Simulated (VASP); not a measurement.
Write the native input for VASP 6.6.1 that does the following.

| Item | Value |
| --- | --- |
| Task | single point |
| Functional | PBE |
| Potentials or basis | VASP PAW PBE potentials, release 64 (Cu) |
| Cutoff | 520 eV |
| k mesh | 22 × 22 × 22 |
| Occupations | gaussian, width 0.15 eV |
| Spin | no spin polarisation |
| Dipole correction | no |
| Further INCAR settings | ALGO = Normal; EDIFF = 1e-07; NBANDS = 12 |

The structure of Cu lies in POSCAR:

```
Cu
1.0
    0.0000000000      1.7803875000      1.7532750000
    1.7803875000      0.0000000000      1.7532750000
    1.7803875000      1.7803875000      0.0000000000
Cu
1
Direct
    0.0000000000      0.0000000000      0.0000000000
```

This cell differs from its parent crystal: strain -0.015 along x and y, -0.030 along z.

These files were run (other wordings do the same):

INCAR

```
PREC = Accurate ; ENCUT = 520
EDIFF = 1E-7 ; ISMEAR = 0
SIGMA = 0.15 ; LREAL = F
LASPH = T ; NELM = 80
ALGO = Normal ; ISIF = 2
LWAVE = F ; LCHARG = F
GGA = PE ; NBANDS = 12
```

KPOINTS

```
Automatic mesh
0
Gamma
  22 22 22
```

Potentials or basis: VASP PAW PBE potentials, release 64 (Cu).

Launch:

```sh
$ cat potpaw_PBE.64/Cu/POTCAR > POTCAR
$ mpirun -np 1 vasp_std > vasp.out
```

Results of the run:

| Quantity | Value |
| --- | --- |
| Pressure | 12.9 GPa |
| Band gap on the k mesh | zero (an odd number of electrons rules out a gap without spin polarisation) |

Caveat: the cell differs from its parent crystal (strain -0.015 along x and y, -0.030 along z); the cell stands under pressure.

It took 2.2 min on 1 thread of Intel Xeon 8259CL (shared host), peak memory 0.22 GiB.
